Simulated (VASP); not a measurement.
# Ni (P6/mmm) in VASP: a series of runs, part 2 of 2

VASP 6.6.1. Earlier steps stand in the parts before.

### 3 Single point, LDA, collinear spin, ferromagnetic start (volume scaled by 0.88)

The input, INCAR:

```
ALGO     = Normal         # electronic algorithm
EDIFF    = 1E-7           # SCF threshold, eV
ENCUT    = 520            # plane-wave cutoff, eV
ISIF     = 2              # what is computed and relaxed
ISMEAR   = -1             # smearing method
ISPIN    = 2              # spin polarisation
LASPH    = True           # aspherical terms in the spheres
LCHARG   = True           # write CHGCAR
LELF     = True           # ELF
LMAXMIX  = 4              # l up to which the mixer works
LORBIT   = 11             # projections on sites
LREAL    = False          # projectors in reciprocal space
LVHAR    = True         
LWAVE    = False          # write WAVECAR
MAGMOM   = 0.572 0.612 0.612 # initial moments
NBANDS   = 26             # bands
NELM     = 150            # most SCF steps
PREC     = Accurate       # precision mode
SIGMA    = 0.05           # smearing width, eV
```

The input, KPOINTS:

```
k-points
0
Gamma
  11 11 15
```

The input, POSCAR:

```
Ni
1.0
    3.7216378347      0.0000000000      0.0000000000
   -1.8608189174      3.2230329086      0.0000000000
    0.0000000000      0.0000000000      2.2507877458
Ni
3
Direct
    1.0000000000      1.0000000000      1.0000000000
    0.3333333333      0.6666666667      0.5000000000
    0.6666666667      0.3333333333      0.5000000000
```

Potentials or basis: VASP PAW LDA potentials, release 64 (Ni).

Command:

```sh
> cat potpaw_LDA.64/Ni/POTCAR > POTCAR
> mpirun -np 1 vasp_std > vasp.out
```

OUTCAR:

```text
EDIFF = 1E-7
   ENCUT = 520
   ISIF = 2
   ISMEAR = -1
   ISPIN = 2
   LASPH = True
   LORBIT = 11
   LREAL = False
   NELM = 150
   PREC = Accurate

 ion  position               nearest neighbor table
   1  0.000  0.000  0.000-   2 2.43   3 2.43   2 2.43   3 2.43   3 2.43   3 2.43   2 2.43   2 2.43
                             3 2.43   3 2.43   2 2.43   2 2.43
   2  0.333  0.667  0.500-   3 2.15   3 2.15   3 2.15   1 2.43   1 2.43   1 2.43   1 2.43   1 2.43
                             1 2.43
   3  0.667  0.333  0.500-   2 2.15   2 2.15   2 2.15   1 2.43   1 2.43   1 2.43   1 2.43   1 2.43
                             1 2.43

  LATTYP: Found a hexagonal cell.
 ALAT       =     3.7216378347
 C/A-ratio  =     0.6047841960

  Lattice vectors:

 A1 = (   3.7216378347,   0.0000000000,   0.0000000000)
 A2 = (  -1.8608189174,   3.2230329086,   0.0000000000)
 A3 = (   0.0000000000,   0.0000000000,   2.2507877458)

Analysis of symmetry for initial positions (statically):
=====================================================================
 Subroutine PRICEL returns:
 Original cell was already a primitive cell.

 Routine SETGRP: Setting up the symmetry group for a
[... 900 lines left out ...]
      6       8.5276      1.00000
[... 685 lines left out ...]
     25      37.4324      0.00000
     26      38.6825      0.00000

 [... further k-points ...]
[... 5 lines left out ...]
  --------------------------------------------------------------------------------------
  -------------------------------------------------------------------------------------
  Total        7.1294175      7.1294175      6.4601877     -0.0000000     -0.0000000      0.0000000
  in kB      423.0885173    423.0885173    383.3737124     -0.0000000     -0.0000000      0.0000000
  external PRESSURE =     409.8502490 kB  Pullay stress =       0.0000000 kB

 VOLUME and BASIS-vectors are now :
 -----------------------------------------------------------------------------
  energy-cutoff  :      520.00
  volume of cell :       27.00
      direct lattice vectors                 reciprocal lattice vectors
     3.721637835  0.000000000  0.000000000     0.268698902  0.155133383  0.000000000
    -1.860818917  3.223032909  0.000000000     0.000000000  0.310266767  0.000000000
     0.000000000  0.000000000  2.250787746     0.000000000  0.000000000  0.444288895

 POSITION                                       TOTAL-FORCE (eV/Angst)
 -----------------------------------------------------------------------------------
      0.00000      0.00000      0.00000        -0.000000      0.000000      0.000000
     -0.00000      2.14869      1.12539        -0.000000      0.000000      0.000000
      1.86082      1.07434      1.12539         0.000000      0.000000     -0.000000
 -----------------------------------------------------------------------------------
    total drift:                                0.000000      0.000000     -0.000000

  FREE ENERGIE OF THE ION-ELECTRON SYSTEM (eV)
  ---------------------------------------------------
  free  energy   TOTEN  =       -18.9454379362 eV

  energy  without entropy=      -18.9009841175  energy(sigma->0) =      -18.92321103

 total charge

# of ion       s       p       d       tot
------------------------------------------
    1        0.569   0.667   8.442   9.679
    2        0.605   0.698   8.481   9.784
    3        0.605   0.698   8.481   9.784
--------------------------------------------------
tot          1.778   2.064  25.405  29.247

 magnetization (x)

# of ion       s       p       d       tot
------------------------------------------
    1       -0.001  -0.015   0.460   0.444
    2       -0.003  -0.013   0.437   0.421
    3       -0.003  -0.013   0.437   0.421
--------------------------------------------------
tot         -0.008  -0.040   1.334   1.285
```

OSZICAR:

```text
N       E                     dE             d eps       ncg     rms          rms(c)
DAV:   1     0.169275284093E+03    0.16928E+03   -0.12801E+04 14624   0.171E+03
DAV:   2    -0.111048769787E+02   -0.18038E+03   -0.16664E+03 13346   0.295E+02
DAV:   3    -0.218746785536E+02   -0.10770E+02   -0.10271E+02 14262   0.900E+01
DAV:   4    -0.220491465949E+02   -0.17447E+00   -0.17427E+00 15310   0.111E+01
DAV:   5    -0.220549490199E+02   -0.58024E-02   -0.58018E-02 15990   0.185E+00    0.219E+01
DAV:   6    -0.196980211914E+02    0.23569E+01   -0.12612E+01 15588   0.658E+01    0.109E+01
DAV:   7    -0.216342445232E+02   -0.19362E+01   -0.17754E+01 15962   0.846E+01    0.222E+01
DAV:   8    -0.190033908441E+02    0.26309E+01   -0.77592E+00 16354   0.501E+01    0.423E+00
DAV:   9    -0.189497600458E+02    0.53631E-01   -0.21510E-01 17698   0.582E+00    0.157E+00
DAV:  10    -0.189459415313E+02    0.38185E-02   -0.24989E-02 15642   0.255E+00    0.530E-01
DAV:  11    -0.189453808196E+02    0.56071E-03   -0.18533E-03 18120   0.437E-01    0.121E-01
DAV:  12    -0.189454247880E+02   -0.43968E-04   -0.22140E-04 15380   0.219E-01    0.709E-02
DAV:  13    -0.189454363556E+02   -0.11568E-04   -0.36928E-05 21518   0.734E-02    0.274E-02
DAV:  14    -0.189454379467E+02   -0.15910E-05   -0.39154E-06 15208   0.270E-02    0.124E-02
DAV:  15    -0.189454379362E+02    0.10502E-07   -0.92940E-07 14636   0.143E-02
   1 F= -.18945438E+02 E0= -.18923211E+02  d E =-.444538E-01  mag=     1.3022
```

It took 5.8 min on 1 thread of AMD EPYC 7R13, shared host; peak memory 0.19 GiB.

What came out:

| Quantity | Value |
| --- | --- |
| Free energy | -18.9454 eV |
| Pressure | 41.0 GPa |
| Net moment | 1.30 μB per cell |
| Site moments | Ni +0.44, +0.42 μB |
| Valence electrons inside the program's atomic spheres | Ni 9.68, 9.78 |

### 4 Single point, LDA, collinear spin, ferromagnetic start (volume scaled by 0.92)

Edit INCAR of step 3 so:

```diff
@@ -1,4 +1,5 @@
 ALGO     = Normal         # electronic algorithm
-EDIFF    = 1E-7           # SCF threshold, eV
+EDIFF    = 1E-6           # SCF threshold, eV
 ENCUT    = 520            # plane-wave cutoff, eV
+GGA      = CA             # functional
 ISIF     = 2              # what is computed and relaxed
```

KPOINTS is that of step 3.

The input, POSCAR:

```
Ni
1.0
    3.7771928586      0.0000000000      0.0000000000
   -1.8885964293      3.2711449705      0.0000000000
    0.0000000000      0.0000000000      2.2843865462
Ni
3
Direct
    1.0000000000      1.0000000000      1.0000000000
    0.3333333333      0.6666666667      0.5000000000
    0.6666666667      0.3333333333      0.5000000000
```

Command:

```sh
> cat potpaw_LDA.64/Ni/POTCAR > POTCAR
> mpirun -np 1 vasp_std > vasp.out
```

Wall time 5 min (1 thread of AMD EPYC 7R13, shared host); peak memory 0.2 GiB.

The run converged. Its results:

| Quantity | Value |
| --- | --- |
| Free energy | -19.1915 eV |
| Pressure | 23.8 GPa |
| Net moment | 1.40 μB per cell |
| Site moments | Ni +0.47, +0.46 μB |
| Valence electrons inside the program's atomic spheres | Ni 9.57, 9.67 |

Stress tensor (GPa, compression positive):
```
24.67  0.00  0.00
 0.00 24.67  0.00
 0.00  0.00 22.05
```

Levels at points of the mesh, in eV from the Fermi level:
Spin up:
```csv
k point,band 12,band 13,band 14,band 15,band 16,band 17,band 18,band 19,band 20,band 21
"(0.00, 0.00, 0.00)",-1.58,-1.57,-1.57,-0.19,-0.19,6.92,6.92,6.95,6.95,9.83
```
Spin down:
```csv
k point,band 10,band 11,band 12,band 13,band 14,band 15,band 16,band 17,band 18,band 19
"(0.00, 0.00, 0.00)",-1.79,-1.15,-1.15,-1.10,-1.10,0.30,0.30,7.16,7.16,7.18
```

### 5 Single point, LDA, collinear spin, ferromagnetic start (volume scaled by 0.96)

The input, INCAR:

```
SYSTEM = Ni
ALGO = Normal ; EDIFF = 1E-6
ENCUT = 520 ; GGA = CA
ISIF = 2 ; ISMEAR = -1
ISPIN = 2 ; LASPH = .True.
LCHARG = .True. ; LELF = .True.
LMAXMIX = 4 ; LORBIT = 11
LREAL = .False. ; LVHAR = .True.
LWAVE = .False. ; MAGMOM = 0.572 0.612 0.612
NBANDS = 26 ; NELM = 150
PREC = Accurate ; SIGMA = 0.05
```

The input, KPOINTS:

```
k-points
0
Gamma
  11 11 15
  0 0 0
```

The input, POSCAR:

```
Ni
1.0
    3.8311600478      0.0000000000      0.0000000000
   -1.9155800239      3.3178819274      0.0000000000
    0.0000000000      0.0000000000      2.3170250493
Ni
3
Direct
    1.0000000000      1.0000000000      1.0000000000
    0.3333333333      0.6666666667      0.5000000000
    0.6666666667      0.3333333333      0.5000000000
```

Command:

```sh
> cat potpaw_LDA.64/Ni/POTCAR > POTCAR
> mpirun -np 1 vasp_std > vasp.out
```

Wall time 6.1 min (1 thread of AMD EPYC 7R13, shared host); peak memory 0.2 GiB.

It converged, with:

```
Free energy                                           : -19.3205 eV
Pressure                                              : 10.3 GPa
Net moment                                            : 1.51 μB per cell
Site moments                                          : Ni +0.50 μB
Valence electrons inside the program's atomic spheres : Ni 9.48, 9.58
```

Stress tensor (GPa, compression positive):
```
10.74  0.00  0.00
 0.00 10.74  0.00
 0.00  0.00  9.31
```

Levels at points of the mesh, in eV from the Fermi level:
Spin up:
```csv
k point,band 13,band 14,band 15,band 16,band 17,band 18,band 19,band 20
"(0.00, 0.00, 0.00)",-1.52,-1.52,-0.24,-0.24,6.68,6.68,6.71,6.71
```
Spin down:
```
           k point  band 12  band 13  band 14  band 15  band 16  band 17
(0.00, 0.00, 0.00)    -1.06    -1.02    -1.02     0.29     0.29     6.93
```

### 6 The runs side by side

```tsv
cell	k mesh	gap on the mesh (eV)	pressure (GPa)	moment (μB)
a = 3.884, b = 3.884, c = 2.349 Å, angles 90.0, 90.0, 120.0°, 3 atoms	9 × 9 × 13	none	-0.3	1.64
a = 3.722, b = 3.722, c = 2.251 Å, angles 90.0, 90.0, 120.0°, 3 atoms	11 × 11 × 15	none	41.0	1.30
a = 3.777, b = 3.777, c = 2.284 Å, angles 90.0, 90.0, 120.0°, 3 atoms	11 × 11 × 15	none	23.8	1.40
a = 3.831, b = 3.831, c = 2.317 Å, angles 90.0, 90.0, 120.0°, 3 atoms	11 × 11 × 15	none	10.3	1.51
```

Alike in all rows: task single point; level LDA; potentials or basis VASP PAW LDA potentials, release 64 (Ni); spin collinear, ferromagnetic start; cutoff (eV) 520; smearing fermi-dirac 0.05 eV.

Total energies depend on the potentials used, so only differences within one code and one set of settings carry meaning.
